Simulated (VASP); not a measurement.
# Li2H (P-6m2) in VASP: further runs

Li2H is run at these levels: PBE; tasks: single point, relaxation of cell and atoms.

Everything below comes from runs of VASP 6.6.1. Logs are shortened: lines on timing, memory, paths and dates and some standing lists are left out, and cuts for length are marked.

### Step 1. The cell of the first run

Symmetry: P-6m2, No. 187, hexagonal system. The conventional cell has a = 2.794 Å, b = 2.794 Å, c = 5.227 Å, α = 90.00°, β = 90.00°, γ = 120.00°. Li (site symmetry 3m) has 3 H at 2.04 Å and 8 Li at 2.50 to 2.79 Å within 2.8 Å. Within 2.8 Å of H (site symmetry -6m2) lie 6 Li at 2.04 Å and 6 H at 2.79 Å.

### Step 2. Single point, PBE (atoms taken out)

Input file INCAR:

```
SYSTEM = Li2H
ALGO = Normal ; EDIFF = 1E-6
ENCUT = 520 ; GGA = PE
ISIF = 2 ; ISMEAR = 0
LASPH = .True. ; LCHARG = .False.
LREAL = .False. ; LWAVE = .False.
NBANDS = 10 ; NELM = 60
PREC = Accurate ; SIGMA = 0.1
```

Input file KPOINTS:

```
k-points
0
Gamma
  6 6 4
  0 0 0
```

Input file POSCAR:

```
Li2H
1.0
    2.7938444363     -0.0000000024      0.0000000000
   -1.3969222161      2.4195402573      0.0000000000
    0.0000000000      0.0000000000      5.2273541437
Li H
2 1
Direct
    0.0000000000      0.0000000000      0.7609126537
    0.0000000000      0.0000000000      0.2390873463
    0.3333333333      0.6666666667      0.0000000000
```

Potentials or basis: VASP PAW PBE potentials, release 64 (Li_sv, H).

The run is started by

```console
$ cat potpaw_PBE.64/Li_sv/POTCAR potpaw_PBE.64/H/POTCAR > POTCAR
$ mpirun -np 1 vasp_std > vasp.out
```

OUTCAR:

```text
SYSTEM = Li2H
   EDIFF = 1E-6
   ENCUT = 520
   GGA = PE
   ISIF = 2
   ISMEAR = 0
   LASPH = .True.
   LREAL = .False.
   NELM = 60
   PREC = Accurate

 ion  position               nearest neighbor table
   1  0.000  0.000  0.761-   2 2.50
   2  0.000  0.000  0.239-   1 2.50
   3  0.333  0.667  0.000-

  LATTYP: Found a hexagonal cell.
 ALAT       =     2.7938444363
 C/A-ratio  =     1.8710254858

  Lattice vectors:

 A1 = (   2.7938444363,  -0.0000000024,   0.0000000000)
 A2 = (  -1.3969222161,   2.4195402573,   0.0000000000)
 A3 = (   0.0000000000,   0.0000000000,   5.2273541437)

Analysis of symmetry for initial positions (statically):
=====================================================================
 Subroutine PRICEL returns:
 Original cell was already a primitive cell.

 Routine SETGRP: Setting up the symmetry group for a
 hexagonal supercell.

 Subroutine GETGRP returns: Found 12 space group operations
 (whereof 12 operations were pure point group operations)
 out of a pool of 24 trial point group operations.

The static configuration has the point symmetry D_3h.

Analysis of symmetry for dynamics (positions and initial velocities):
=====================================================================
 Subroutine PRICEL returns:
 Original cell was already a primitive cell.

 Routine SETGRP: Setting up the symmetry group for a
 hexagonal supercell.

 Subroutine GETGRP returns: Found 12 space group operations
 (whereof 12 operations were pure point group operations)
 out of a pool of 24 trial point group operations.

The dynamic configuration has the point symmetry D_3h.

 Subroutine INISYM returns: Found 12 space group operations
 (whereof 12 operations are pure point group operations),
 and found     1 'primitive' translations

----------------------------------------------------------------------------------------

                                     Primitive cell

  volume of cell :      35.3360

  direct lattice vectors                    reciprocal lattice vectors
     2.793844436 -0.000000002  0.000000000     0.357929736  0.206650829  0.000000000
    -1.396922216  2.419540257  0.000000000     0.000000000  0.413301658  0.000000000
     0.000000000  0.000000000  5.227354144     0.000000000  0.000000000  0.191301368

  length of vectors
     2.793844436  2.793844436  5.227354144     0.413301658  0.413301658  0.191301368

  position of ions in fractional coordinates (direct lattice)
     0.000000000  0.000000000  0.760912654
     0.000000000  0.000000000  0.239087346
     0.333333333  0.666666667  0.000000000

  ion indices of the primitive-cell ions
   primitive index   ion index
                 1           1
                 2           2
                 3           3

----------------------------------------------------------------------------------------

 KPOINTS: k-points

Automatic generation of k-mesh.
 Grid dimensions read from file:
 generate k-points for:    6    6    4

 Generating k-lattice:

  Cartesian coordinates                     Fractional coordinates (reciprocal lattice)
     0.059654956  0.034441805  0.000000000     0.166666667  0.000000000  0.000000000
     0.000000000  0.068883610  0.000000000     0.000000000  0.166666667  0.000000000
     0.000000000  0.000000000  0.047825342     0.000000000  0.000000000  0.250000000

  Length of vectors
     0.068883610  0.068883610  0.047825342

  Shift w.r.t. Gamma in fractional coordinates (k-lattice)
     0.000000000  0.000000000  0.000000000

 Subroutine IBZKPT returns following result:
 ===========================================

 Found     21 irreducible k-points:

 Following reciprocal coordinates:
            Coordinates               Weight
  0.000000  0.000000  0.000000      1.000000
  0.166667 -0.000000  0.000000      6.000000
  0.333333 -0.000000  0.000000      6.000000
  0.500000  0.000000  0.000000      3.000000
  0.166667  0.166667  0.000000      6.000000
  0.333333  0.166667  0.000000     12.000000
[... 13 lines left out ...]
  0.333333  0.166667  0.500000     12.000000
  0.333333  0.333333  0.500000      2.000000
   k-points           NKPTS =     21   k-points in BZ     NKDIM =     21   number of bands    NBANDS=     10
   number of dos      NEDOS =    301   number of ions     NIONS =      3
   total plane-waves  NPLWV =  23040
   dimension x,y,z NGX =    24 NGY =   24 NGZ =   40
   dimension x,y,z NGXF=    48 NGYF=   48 NGZF=   80
   ions per type =               2   1
   NGX,Y,Z   is equivalent  to a cutoff of  14.28, 14.28, 12.72 a.u.
   NGXF,Y,Z  is equivalent  to a cutoff of  28.56, 28.56, 25.44 a.u.
 SYSTEM =  Li2H
   PREC   = accura    normal or accurate (medium, high low for compatibility)
   ISTART =      0    job   : 0-new  1-cont  2-samecut
   ICHARG =      2    charge: 1-file 2-atom 10-const
   ISPIN  =      1    spin polarized calculation?
   LNONCOLLINEAR =      F non collinear calculations
   LSORBIT =      F    spin-orbit coupling
   LASPH  =      T    aspherical Exc in radial PAW
   ENCUT  =  520.0 eV  38.22 Ry    6.18 a.u.   5.19  5.19  9.72*2*pi/ulx,y,z
   NELM   =     60;   NELMIN=  2; NELMDL= -5     # of ELM steps
   EDIFF  = 0.1E-05   stopping-criterion for ELM
   LREAL  =      F    real-space projection
   EDIFFG = 0.1E-04   stopping-criterion for IOM
   NSW    =      0    number of steps for IOM
   IBRION =     -1    ionic relax: 0-MD 1-quasi-New 2-CG
   NFREE  =      0    steps in history (QN), initial steepest desc. (CG)
   ISIF   =      2    stress and relaxation
   ISYM   =      2    0-nonsym 1-usesym 2-fastsym
   POTIM  = 0.5000    time-step for ionic-motion
   TEBEG  =    0.0;   TEEND  =   0.0 temperature during run
   PSTRESS=    0.0 pullay stress
   NELECT =       7.0000    total number of electrons
   NUPDOWN=      -1.0000    fix difference up-down
   EMIN   =  10.00;   EMAX   =-10.00  energy-range for DOS
   EFERMI =   0.00;   METHOD = LEGACY
   ISMEAR =     0;   SIGMA  =   0.10  broadening in eV -4-tet -1-fermi 0-gaus
   EFERMI_NEDOS =   21; number of points for ismear=-14 and -15
   IALGO  =     38    algorithm
   IMIX   =      4    mixing-type and parameters
     AMIX     =   0.40;   BMIX     =  1.00
     AMIX_MAG =   1.60;   BMIX_MAG =  1.00
  volume/ion in A,a.u.               =      11.78        79.49
  Fermi-wavevector in a.u.,A,eV,Ry     =   0.954337  1.803436 12.391635  0.910759
  Thomas-Fermi vector in A             =   2.083075
   LORBIT       =      0    0 simple, 1 ext, 2 COOP (PROOUT), +10 PAW based schemes
   GGA     = PE    functional components
   LHFCALC =     F    Hartree Fock is set to
   AEXX    =    0.0000 exact exchange contribution
   IVDW    =     0    specifies the selected vdW correction
   LEPSILON=     F    determine dielectric tensor
   LRPA    =     F    only Hartree local field effects (RPA)
 non-spin polarized calculation
 Gauss-broadening in eV      SIGMA  =   0.10
  energy-cutoff  :      520.00
  volume of cell :       35.34
 maximum number of plane-waves:       968
 NGX is ok and might be reduce to    24
   NGX = 11   NGY = 11   NGZ = 19

 number of electron       6.9999993 magnetization

 Free energy of the ion-electron system (eV)
  ---------------------------------------------------
  ext. energy  EPLUGINS =         0.00000000
  ---------------------------------------------------
  free energy    TOTEN  =        -7.76090527 eV

  energy without entropy =       -7.75876274  energy(sigma->0) =       -7.75983400

 E-fermi :   2.0072     XC(G=0):  -7.7982

 val. band max:        1.4705718937   @ k =   0.1667   0.1667   0.0000
 cond. band min:       2.0376109957   @ k =   0.3333  -0.0000   0.0000
 fundamental gap:      0.5670391021
 Fermi energy:         2.0071539682

 k-point     1 :       0.0000    0.0000    0.0000
  band No.  band energies     occupation
      1     -45.1674      2.00000
      2     -45.1292      2.00000
      3      -5.4041      2.00000
      4      -0.4030      2.00000
      5       3.4201      0.00000
      6      13.7302      0.00000
      7      14.0100      0.00000
      8      15.9863      0.00000
      9      15.9864      0.00000
     10      17.4385      0.00000

 k-point     2 :       0.1667   -0.0000    0.0000
  band No.  band energies     occupation
      1     -45.1587      2.00000
      2     -45.1214      2.00000
      3      -4.9105      2.00000
      4       0.2300      2.00000
      5       3.6767      0.00000
      6      10.5032      0.00000
      7      13.6045      0.00000
      8      13.9828      0.00000
      9      14.6329      0.00000
     10      16.8646      0.00000

 k-point     3 :       0.3333   -0.0000    0.0000
  band No.  band energies     occupation
      1     -45.1412      2.00000
      2     -45.1058      2.00000
      3      -3.5648      2.00000
      4       2.0376      0.66667
      5       4.4188      0.00000
      6       5.8768      0.00000
      7      10.0822      0.00000
      8      12.0548      0.00000
      9      12.7760      0.00000
     10      14.6282      0.00000

 k-point     4 :       0.5000    0.0000    0.0000
  band No.  band energies     occupation
      1     -45.1324      2.00000
      2     -45.0979      2.00000
      3      -2.4502      2.00000
      4       2.8249      0.00000
      5       5.0255      0.00000
      6       5.5383      0.00000
      7       6.2515      0.00000
      8      10.9411      0.00000
      9      11.3856      0.00000
     10      14.1572      0.00000
[... 183 lines left out ...]
 k-point    19 :       0.1667    0.1667    0.5000
  band No.  band energies     occupation
      1     -45.1354      2.00000
      2     -45.1199      2.00000
      3      -3.8418      2.00000
      4       0.4141      2.00000
      5       7.1228      0.00000
      6       8.0905      0.00000
      7       8.2493      0.00000
      8      10.9475      0.00000
      9      12.0318      0.00000
     10      14.0193      0.00000

 k-point    20 :       0.3333    0.1667    0.5000
  band No.  band energies     occupation
      1     -45.1227      2.00000
      2     -45.1077      2.00000
      3      -2.3562      2.00000
      4       2.3950      0.00000
      5       4.2514      0.00000
      6       6.4580      0.00000
      7       7.9573      0.00000
      8       9.3929      0.00000
      9      11.2478      0.00000
     10      13.5760      0.00000

 k-point    21 :       0.3333    0.3333    0.5000
  band No.  band energies     occupation
      1     -45.1183      2.00000
      2     -45.1036      2.00000
      3      -1.6033      2.00000
      4       3.8058      0.00000
      5       4.5502      0.00000
      6       4.8358      0.00000
      7       6.3549      0.00000
      8       7.6920      0.00000
      9      11.6168      0.00000
     10      14.9626      0.00000

------------------------ aborting loop because EDIFF is reached ----------------------------------------

  FORCE on cell =-STRESS in cart. coord.  units (eV):
  Direction    XX          YY          ZZ          XY          YZ          ZX
  --------------------------------------------------------------------------------------
  -------------------------------------------------------------------------------------
  Total       -0.0345496     -0.0345496     -0.0557302      0.0000000     -0.0000000      0.0000000
  in kB       -1.5665218     -1.5665218     -2.5268786      0.0000000     -0.0000000      0.0000000
  external PRESSURE =      -1.8866408 kB  Pullay stress =       0.0000000 kB

 VOLUME and BASIS-vectors are now :
 -----------------------------------------------------------------------------
  energy-cutoff  :      520.00
  volume of cell :       35.34
      direct lattice vectors                 reciprocal lattice vectors
     2.793844436 -0.000000002  0.000000000     0.357929736  0.206650829  0.000000000
    -1.396922216  2.419540257  0.000000000     0.000000000  0.413301658  0.000000000
     0.000000000  0.000000000  5.227354144     0.000000000  0.000000000  0.191301368

 POSITION                                       TOTAL-FORCE (eV/Angst)
 -----------------------------------------------------------------------------------
      0.00000      0.00000      3.97756         0.000000      0.000000     -0.002243
      0.00000      0.00000      1.24979        -0.000000      0.000000      0.002243
      0.00000      1.61303      0.00000        -0.000000     -0.000000     -0.000000
 -----------------------------------------------------------------------------------
    total drift:                                0.000000     -0.000000     -0.000000

  FREE ENERGIE OF THE ION-ELECTRON SYSTEM (eV)
  ---------------------------------------------------
  free  energy   TOTEN  =        -7.7609052699 eV

  energy  without entropy=       -7.7587627364  energy(sigma->0) =       -7.75983400
```

It took 9.1 s on 1 thread of Oxide Virtual Turin-like, shared host; peak memory 0.12 GiB.

Results:

```yaml
Free_energy: -7.7609 eV
Band_gap_on_the_k_mesh: zero (an odd number of electrons rules out a gap without spin polarisation)
```

Forces in eV/Å, atoms in the order of the input:
```
Li   0.000  0.000 -0.002
Li   0.000  0.000  0.002
H    0.000  0.000  0.000
```

Levels at points of the mesh, in eV from the Fermi level:
```csv
k point,band 1,band 2,band 3,band 4,band 5,band 6,band 7,band 8
"(0.00, 0.00, 0.00)",-47.17,-47.14,-7.41,-2.41,1.41,11.72,12.00,13.98
"(0.50, 0.00, 0.00)",-47.14,-47.11,-4.46,0.82,3.02,3.53,4.24,8.93
"(0.00, 0.00, 0.50)",-47.16,-47.15,-7.31,-3.20,4.94,5.60,12.37,14.68
"(0.50, 0.00, 0.50)",-47.13,-47.11,-4.30,0.57,1.42,3.36,8.19,10.09
```

Caveat: the k points lie up to 0.43 Å⁻¹ apart, too coarse for converged energies and pressures of a metal; the cell differs from its parent crystal (atoms taken out); the cutoff is under 1.25 times the usual one of these potentials, so pressure, stress and relaxed cells hold a basis-set (Pulay) error.

### Step 3. Relaxation of cell and atoms, PBE (atoms taken out)

Input file INCAR:

```
PREC = Accurate
ENCUT = 600
EDIFF = 1E-7
ISMEAR = 0
SIGMA = 0.1
LREAL = F
LASPH = T
NELM = 100
ALGO = Normal
ISIF = 3
LWAVE = F
LCHARG = F
GGA = PE
IBRION = 2
NSW = 90
EDIFFG = -0.04
```

Input file KPOINTS:

```
Automatic mesh
0
Gamma
  6 6 4
```

Input file POSCAR:

```
Li2H
1.0
    3.3755395700      0.0000000000      0.0000000000
   -1.6877697800      2.9233030200      0.0000000000
    0.0000000000      0.0000000000      5.2320863300
Li H
2 1
Direct
    0.0000000000      0.0000000000      0.7500000000
    0.0000000000      0.0000000000      0.2500000000
    0.3333333300      0.6666666700      0.0000000000
```

Potentials or basis: VASP PAW PBE potentials, release 64 (Li_sv, H).

The run is started by

```console
$ cat potpaw_PBE.64/Li_sv/POTCAR potpaw_PBE.64/H/POTCAR > POTCAR
$ mpirun -np 1 vasp_std > vasp.out
```

OUTCAR:

```text
PREC = Accurate
   ENCUT = 600
   EDIFF = 1E-7
   ISMEAR = 0
   LREAL = F
   LASPH = T
   NELM = 100
   ISIF = 3
   GGA = PE
   IBRION = 2
   NSW = 90
   EDIFFG = -0.04

 ion  position               nearest neighbor table
   1  0.000  0.000  0.750-
   2  0.000  0.000  0.250-
   3  0.333  0.667  0.000-

  LATTYP: Found a hexagonal cell.
 ALAT       =     3.3755395700
 C/A-ratio  =     1.5499999990

  Lattice vectors:

 A1 = (   3.3755395700,   0.0000000000,   0.0000000000)
 A2 = (  -1.6877697800,   2.9233030200,   0.0000000000)
 A3 = (   0.0000000000,   0.0000000000,   5.2320863300)

Analysis of symmetry for initial positions (statically):
=====================================================================
 Subroutine PRICEL returns:
[... 276 lines left out ...]
  free  energy   TOTEN  =        -7.6570007481 eV

  energy  without entropy=       -7.6548581432  energy(sigma->0) =       -7.65592945

[... ionic steps 4 to 8 ...]

--------------------------------------- Ionic step        9  -------------------------------------------

 number of electron       7.0000002 magnetization

------------------------ aborting loop because EDIFF is reached ----------------------------------------
[... 69 lines left out ...]
--------------------------------------- Ionic step       11  -------------------------------------------

 number of electron       7.0000005 magnetization

 Free energy of the ion-electron system (eV)
  ---------------------------------------------------
  ext. energy  EPLUGINS =         0.00000000
  ---------------------------------------------------
  free energy    TOTEN  =        -7.77476859 eV

  energy without entropy =       -7.77262606  energy(sigma->0) =       -7.77369732

 E-fermi :   2.0227     XC(G=0):  -7.8088

 val. band max:        1.4867661768   @ k =   0.1667   0.1667   0.0000
 cond. band min:       2.0531237976   @ k =   0.3333  -0.0000   0.0000
 fundamental gap:      0.5663576207
 Fermi energy:         2.0226667623

 k-point     1 :       0.0000    0.0000    0.0000
  band No.  band energies     occupation
      1     -45.1423      2.00000
      2     -45.1028      2.00000
      3      -5.4044      2.00000
      4      -0.3864      2.00000
      5       3.4616      0.00000
      6      13.7556      0.00000
      7      14.1607      0.00000
[... 228 lines left out ...]
  FREE ENERGIE OF THE ION-ELECTRON SYSTEM (eV)
  ---------------------------------------------------
  free  energy   TOTEN  =        -7.7747685901 eV

  energy  without entropy=       -7.7726260555  energy(sigma->0) =       -7.77369732

 reached required accuracy - stopping structural energy minimisation
```

It took 78 s on 1 thread of Oxide Virtual Turin-like, shared host; peak memory 0.14 GiB.

Results:

| Property | Result |
| --- | --- |
| Free energy | -7.7748 eV |
| Relaxed volume | 11.74 Å³/atom |
| Relaxed cell | a = 2.795 Å, b = 2.795 Å, c = 5.206 Å, α = 90.00°, β = 90.00°, γ = 120.00° |
| Space group after relaxing (to 0.1 Å) | P-6m2 (No. 187) |
| Energy gained by relaxing | 201.8 meV/atom |
| Ionic steps | 11 |
| Pressure after relaxing | -0.1 GPa |
| Largest force after relaxing | 0.006 eV/Å |
| Band gap on the k mesh | zero (an odd number of electrons rules out a gap without spin polarisation) |

Forces on the atoms (eV/Å):
```
Li   0.000  0.000 -0.006
Li   0.000  0.000  0.006
H    0.000  0.000  0.000
```

Stress tensor (GPa, compression positive):
```
-0.17  0.00  0.00
 0.00 -0.17  0.00
 0.00  0.00  0.14
```

The path:
```csv
step,energy change (eV),largest force (eV/Å),pressure (GPa),volume (Å³)
1,0.0000,0.3124,-4.37,51.63
2,-0.2565,0.2562,-4.30,48.13
3,-0.4877,0.2028,-3.63,43.36
4,-0.3143,0.1795,1.44,34.09
5,-0.5403,0.1768,-2.80,40.63
6,-0.5419,0.1751,-2.64,40.22
7,-0.5852,0.0365,-1.56,37.86
8,-0.6010,0.1105,-0.35,35.83
9,-0.6013,0.1347,-0.14,35.53
10,-0.6043,0.0741,-0.11,35.38
11,-0.6054,0.0056,-0.07,35.21
```

Final structure:
```cif
data_structure
_symmetry_space_group_name_H-M 'P 1'
_symmetry_Int_Tables_number 1
_cell_length_a 2.7945
_cell_length_b 2.7945
_cell_length_c 5.2063
_cell_angle_alpha 90.000
_cell_angle_beta 90.000
_cell_angle_gamma 120.000
_cell_volume 35.21
loop_
_atom_site_label
_atom_site_type_symbol
_atom_site_fract_x
_atom_site_fract_y
_atom_site_fract_z
_atom_site_occupancy
Li1 Li 0.00000 0.00000 0.76080 1
Li2 Li 0.00000 0.00000 0.23920 1
H1 H 0.33333 0.66667 0.00000 1
```

Levels at points of the mesh, in eV from the Fermi level:
| k point | band 1 | band 2 | band 3 | band 4 | band 5 | band 6 | band 7 |
| --- | --- | --- | --- | --- | --- | --- | --- |
| (0.00, 0.00, 0.00) | -47.16 | -47.13 | -7.43 | -2.41 | 1.44 | 11.73 | 12.14 |
| (0.50, 0.00, 0.00) | -47.13 | -47.09 | -4.48 | 0.80 | 3.05 | 3.52 | 4.25 |
| (0.00, 0.00, 0.50) | -47.15 | -47.14 | -7.32 | -3.21 | 5.00 | 5.66 | 12.35 |
| (0.50, 0.00, 0.50) | -47.12 | -47.10 | -4.31 | 0.57 | 1.41 | 3.34 | 8.23 |

Caveat: the cell differs from its parent crystal (atoms taken out); the cutoff is under 1.25 times the usual one of these potentials, so pressure, stress and relaxed cells hold a basis-set (Pulay) error; the volume moved by over 15 % at a fixed basis, so the end points are rough.

The gap in the log of VASP goes by the Fermi energy; the results here count the filled bands.